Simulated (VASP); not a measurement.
# MgSi (P4/mmm) in VASP: a series of runs, part 2 of 2

VASP 6.6.1. Earlier steps stand in the parts before.

## (3) Single point, PBEsol (volume scaled by 0.94)

INCAR

```
PREC = Accurate
ENCUT = 520
EDIFF = 1E-6
ISMEAR = -1
SIGMA = 0.05
LREAL = False
LASPH = True
NELM = 80
ALGO = Normal
ISIF = 2
LWAVE = False
LCHARG = False
GGA = PS
NBANDS = 10
```

KPOINTS

```
regular mesh
0
Gamma
  9 9 7
```

POSCAR

```
MgSi
1.0
    2.8490223611      0.0000000000      0.0000000000
    0.0000000000      2.8490223611      0.0000000000
    0.0000000000      0.0000000000      4.0196600873
Si Mg
1 1
Direct
    0.5000000000      0.5000000000      0.5000000000
    0.0000000000      0.0000000000      0.0000000000
```

Potentials or basis: VASP PAW PBE potentials, release 64 (Si, Mg).

Started as:

```
$ cat potpaw_PBE.64/Si/POTCAR potpaw_PBE.64/Mg/POTCAR > POTCAR
$ mpirun -np 1 vasp_std > vasp.out
```

OUTCAR:

```text
PREC = Accurate
   ENCUT = 520
   EDIFF = 1E-6
   ISMEAR = -1
   LREAL = False
   LASPH = True
   NELM = 80
   ISIF = 2
   GGA = PS

 ion  position               nearest neighbor table
   1  0.500  0.500  0.500-   2 2.85   2 2.85   2 2.85   2 2.85   2 2.85   2 2.85   2 2.85   2 2.85

   2  0.000  0.000  0.000-   1 2.85   1 2.85   1 2.85   1 2.85   1 2.85   1 2.85   1 2.85   1 2.85

  LATTYP: Found a simple tetragonal cell.
 ALAT       =     2.8490223611
 C/A-ratio  =     1.4108910278

  Lattice vectors:

 A1 = (   2.8490223611,   0.0000000000,   0.0000000000)
 A2 = (   0.0000000000,   2.8490223611,   0.0000000000)
 A3 = (   0.0000000000,   0.0000000000,   4.0196600873)

Analysis of symmetry for initial positions (statically):
=====================================================================
 Subroutine PRICEL returns:
 Original cell was already a primitive cell.

 Routine SETGRP: Setting up the symmetry group for a
 simple tetragonal supercell.

 Subroutine GETGRP returns: Found 16 space group operations
 (whereof 16 operations were pure point group operations)
 out of a pool of 16 trial point group operations.

The static configuration has the point symmetry D_4h.

Analysis of symmetry for dynamics (positions and initial velocities):
=====================================================================
 Subroutine PRICEL returns:
 Original cell was already a primitive cell.

 Routine SETGRP: Setting up the symmetry group for a
 simple tetragonal supercell.

 Subroutine GETGRP returns: Found 16 space group operations
 (whereof 16 operations were pure point group operations)
 out of a pool of 16 trial point group operations.

The dynamic configuration has the point symmetry D_4h.

 Subroutine INISYM returns: Found 16 space group operations
 (whereof 16 operations are pure point group operations),
 and found     1 'primitive' translations

----------------------------------------------------------------------------------------

                                     Primitive cell

  volume of cell :      32.6273

  direct lattice vectors                    reciprocal lattice vectors
     2.849022361  0.000000000  0.000000000     0.350997596  0.000000000  0.000000000
     0.000000000  2.849022361  0.000000000     0.000000000  0.350997596  0.000000000
     0.000000000  0.000000000  4.019660087     0.000000000  0.000000000  0.248777254

  length of vectors
     2.849022361  2.849022361  4.019660087     0.350997596  0.350997596  0.248777254

  position of ions in fractional coordinates (direct lattice)
     0.500000000  0.500000000  0.500000000
     0.000000000  0.000000000  0.000000000

  ion indices of the primitive-cell ions
   primitive index   ion index
                 1           1
                 2           2

----------------------------------------------------------------------------------------

 KPOINTS: regular mesh

Automatic generation of k-mesh.
 Grid dimensions read from file:
 generate k-points for:    9    9    7

 Generating k-lattice:

  Cartesian coordinates                     Fractional coordinates (reciprocal lattice)
     0.038999733  0.000000000  0.000000000     0.111111111  0.000000000  0.000000000
     0.000000000  0.038999733  0.000000000     0.000000000  0.111111111  0.000000000
     0.000000000  0.000000000  0.035539608     0.000000000  0.000000000  0.142857143

  Length of vectors
     0.038999733  0.038999733  0.035539608

  Shift w.r.t. Gamma in fractional coordinates (k-lattice)
     0.000000000  0.000000000  0.000000000

 Subroutine IBZKPT returns following result:
 ===========================================

 Found     60 irreducible k-points:

 Following reciprocal coordinates:
            Coordinates               Weight
  0.000000  0.000000  0.000000      1.000000
  0.111111  0.000000  0.000000      4.000000
  0.222222  0.000000  0.000000      4.000000
  0.333333  0.000000  0.000000      4.000000
  0.444444  0.000000  0.000000      4.000000
  0.111111  0.111111  0.000000      4.000000
[... 16 lines left out ...]
  0.333333  0.111111  0.142857     16.000000
  0.444444  0.111111  0.142857     16.000000
 [... further k-points ...]
   k-points           NKPTS =     60   k-points in BZ     NKDIM =     60   number of bands    NBANDS=     10
   number of dos      NEDOS =    301   number of ions     NIONS =      2
   total plane-waves  NPLWV =  17280
   dimension x,y,z NGX =    24 NGY =   24 NGZ =   30
   dimension x,y,z NGXF=    48 NGYF=   48 NGZF=   60
   ions per type =               1   1
   NGX,Y,Z   is equivalent  to a cutoff of  14.00, 14.00, 12.41 a.u.
   NGXF,Y,Z  is equivalent  to a cutoff of  28.01, 28.01, 24.81 a.u.
 SYSTEM =  unknown system
   PREC   = accura    normal or accurate (medium, high low for compatibility)
   ISTART =      0    job   : 0-new  1-cont  2-samecut
   ICHARG =      2    charge: 1-file 2-atom 10-const
   ISPIN  =      1    spin polarized calculation?
   LNONCOLLINEAR =      F non collinear calculations
   LSORBIT =      F    spin-orbit coupling
   LASPH  =      T    aspherical Exc in radial PAW
   ENCUT  =  520.0 eV  38.22 Ry    6.18 a.u.   5.30  5.30  7.47*2*pi/ulx,y,z
   NELM   =     80;   NELMIN=  2; NELMDL= -5     # of ELM steps
   EDIFF  = 0.1E-05   stopping-criterion for ELM
   LREAL  =      F    real-space projection
   EDIFFG = 0.1E-04   stopping-criterion for IOM
   NSW    =      0    number of steps for IOM
   IBRION =     -1    ionic relax: 0-MD 1-quasi-New 2-CG
   NFREE  =      0    steps in history (QN), initial steepest desc. (CG)
   ISIF   =      2    stress and relaxation
   ISYM   =      2    0-nonsym 1-usesym 2-fastsym
   POTIM  = 0.5000    time-step for ionic-motion
   TEBEG  =    0.0;   TEEND  =   0.0 temperature during run
   PSTRESS=    0.0 pullay stress
   NELECT =       6.0000    total number of electrons
   NUPDOWN=      -1.0000    fix difference up-down
   EMIN   =  10.00;   EMAX   =-10.00  energy-range for DOS
   EFERMI =   0.00;   METHOD = LEGACY
   ISMEAR =    -1;   SIGMA  =   0.05  broadening in eV -4-tet -1-fermi 0-gaus
   EFERMI_NEDOS =   21; number of points for ismear=-14 and -15
   IALGO  =     38    algorithm
   IMIX   =      4    mixing-type and parameters
     AMIX     =   0.40;   BMIX     =  1.00
     AMIX_MAG =   1.60;   BMIX_MAG =  1.00
  volume/ion in A,a.u.               =      16.31       110.09
  Fermi-wavevector in a.u.,A,eV,Ry     =   0.930961  1.759262 11.792016  0.866689
  Thomas-Fermi vector in A             =   2.057404
   LORBIT       =      0    0 simple, 1 ext, 2 COOP (PROOUT), +10 PAW based schemes
   GGA     = PS    functional components
   LHFCALC =     F    Hartree Fock is set to
   AEXX    =    0.0000 exact exchange contribution
   IVDW    =     0    specifies the selected vdW correction
   LEPSILON=     F    determine dielectric tensor
   LRPA    =     F    only Hartree local field effects (RPA)
 non-spin polarized calculation
  energy-cutoff  :      520.00
  volume of cell :       32.63
 maximum number of plane-waves:       896
 NGX is ok and might be reduce to    24
   NGX = 11   NGY = 11   NGZ = 15

 number of electron       6.0000000 magnetization

 Free energy of the ion-electron system (eV)
  ---------------------------------------------------
  ext. energy  EPLUGINS =         0.00000000
  ---------------------------------------------------
  free energy    TOTEN  =        -7.32883972 eV

  energy without entropy =       -7.32168669  energy(sigma->0) =       -7.32526321

 E-fermi :   6.5466     XC(G=0): -10.1988

 val. band max:        6.4996171222   @ k =   0.4444   0.1111   0.0000
 cond. band min:       6.5572861428   @ k =   0.4444   0.4444   0.2857
 fundamental gap:      0.0576690206
 Fermi energy:         6.5466274854

 k-point     1 :       0.0000    0.0000    0.0000
  band No.  band energies     occupation
      1      -5.0036      2.00000
      2       3.6795      2.00000
      3       5.6595      2.00000
      4      11.2884      0.00000
      5      11.2884      0.00000
      6      12.0774      0.00000
      7      15.5265      0.00000
      8      19.4483      0.00000
      9      19.4483      0.00000
     10      19.9013      0.00000
[... 287 lines left out ...]
 k-point    24 :       0.4444    0.1111    0.1429
  band No.  band energies     occupation
      1      -1.4387      2.00000
      2       1.2758      2.00000
      3       5.3177      2.00000
      4       8.5126      0.00000
      5      10.6352      0.00000
      6      11.6238      0.00000
      7      13.4594      0.00000
      8      15.1345      0.00000
      9      18.3732      0.00000
     10      19.5475      0.00000

 [... further k-points ...]

------------------------ aborting loop because EDIFF is reached ----------------------------------------

  FORCE on cell =-STRESS in cart. coord.  units (eV):
  Direction    XX          YY          ZZ          XY          YZ          ZX
  --------------------------------------------------------------------------------------
  -------------------------------------------------------------------------------------
  Total        0.9576087      0.9576087     -0.2710504      0.0000000      0.0000000      0.0000000
  in kB       47.0237904     47.0237904    -13.3100491      0.0000000      0.0000000      0.0000000
  external PRESSURE =      26.9125106 kB  Pullay stress =       0.0000000 kB

 VOLUME and BASIS-vectors are now :
 -----------------------------------------------------------------------------
  energy-cutoff  :      520.00
  volume of cell :       32.63
      direct lattice vectors                 reciprocal lattice vectors
     2.849022361  0.000000000  0.000000000     0.350997596  0.000000000  0.000000000
     0.000000000  2.849022361  0.000000000     0.000000000  0.350997596  0.000000000
     0.000000000  0.000000000  4.019660087     0.000000000  0.000000000  0.248777254

 POSITION                                       TOTAL-FORCE (eV/Angst)
 -----------------------------------------------------------------------------------
      1.42451      1.42451      2.00983         0.000000      0.000000      0.000000
      0.00000      0.00000      0.00000         0.000000      0.000000      0.000000
 -----------------------------------------------------------------------------------
    total drift:                               -0.000000     -0.000000     -0.000000

  FREE ENERGIE OF THE ION-ELECTRON SYSTEM (eV)
  ---------------------------------------------------
  free  energy   TOTEN  =        -7.3288397224 eV

  energy  without entropy=       -7.3216866885  energy(sigma->0) =       -7.32526321
```

stdout:

```text
POSCAR found type information on POSCAR SiMg
 POSCAR found :  2 types and       2 ions
 scaLAPACK will be used
 -----------------------------------------------------------------------------
|                                                                             |
|                                                                             |
|     You enforced a specific xc type in the INCAR file but a different       |
|     I HOPE YOU KNOW WHAT YOU ARE DOING!                                     |
|                                                                             |
 -----------------------------------------------------------------------------

 LDA part: xc-table for (Slater+PW92), standard interpolation
 POSCAR, INCAR and KPOINTS ok, starting setup
 FFT: planning ... GRIDC
 FFT: planning ... GRID_SOFT
 FFT: planning ... GRID
 WAVECAR not read
 entering main loop
```

It took 13 s on 1 thread of AMD EPYC 7R13 (Zen 3), shared host; peak memory 0.13 GiB.

What came out:

```
Free energy            : -7.3288 eV
Pressure               : 2.7 GPa
Band gap on the k mesh : zero (band 3 reaches 11.77 eV, above the bottom of band 4 at 5.49 eV)
```

Caveat: the PAW data sets were made with another functional, which shifts forces and pressure a little.

## (4) Single point, PBEsol (volume scaled by 0.98)

INCAR: that of step 3 with these lines changed.

```diff
@@ -2,3 +2,3 @@
 ENCUT = 520
-EDIFF = 1E-6
+EDIFF = 1E-7
 ISMEAR = -1
```

KPOINTS

```
Automatic mesh
0
Gamma
  9 9 7
```

POSCAR

```
MgSi
1.0
    2.8888739890      0.0000000000      0.0000000000
    0.0000000000      2.8888739890      0.0000000000
    0.0000000000      0.0000000000      4.0758863917
Si Mg
1 1
Direct
    0.5000000000      0.5000000000      0.5000000000
    0.0000000000      0.0000000000      0.0000000000
```

Started as:

```
$ cat potpaw_PBE.64/Si/POTCAR potpaw_PBE.64/Mg/POTCAR > POTCAR
$ mpirun -np 1 vasp_std > vasp.out
```

Wall time 14 s (1 thread of AMD EPYC 7R13 (Zen 3), shared host); peak memory 0.12 GiB.

Results (log left out):

```
Free energy            : -7.3390 eV
Pressure               : -0.3 GPa
Band gap on the k mesh : zero (band 3 reaches 11.18 eV, above the bottom of band 4 at 5.16 eV)
```

Stress tensor (GPa, compression positive):
```
 1.83  0.00  0.00
 0.00  1.83  0.00
 0.00  0.00 -4.47
```

Levels at points of the mesh, in eV from the Fermi level:
| k point | band 1 | band 2 | band 3 | band 4 | band 5 | band 6 | band 7 |
| --- | --- | --- | --- | --- | --- | --- | --- |
| (0.00, 0.00, 0.00) | -11.26 | -2.76 | -0.88 | 4.57 | 4.57 | 5.54 | 8.62 |

Caveat: the PAW data sets were made with another functional, which shifts forces and pressure a little.

## (5) Summary

```tsv
cell	gap on the mesh (eV)	pressure (GPa)
a = 2.908, b = 2.908, c = 4.103 Å, 2 atoms	none	-1.5
a = 2.849, b = 2.849, c = 4.020 Å, 2 atoms	none	2.7
a = 2.889, b = 2.889, c = 4.076 Å, 2 atoms	none	-0.3
```

Alike in all rows: task single point; level PBEsol; potentials or basis VASP PAW PBE potentials, release 64 (Si, Mg); no spin polarisation; k mesh 9 × 9 × 7; cutoff (eV) 520; smearing fermi-dirac 0.05 eV.

Caveats: the PAW data sets were made with another functional, which shifts forces and pressure a little.

Absolute energies hang on the potentials; compare differences alone.
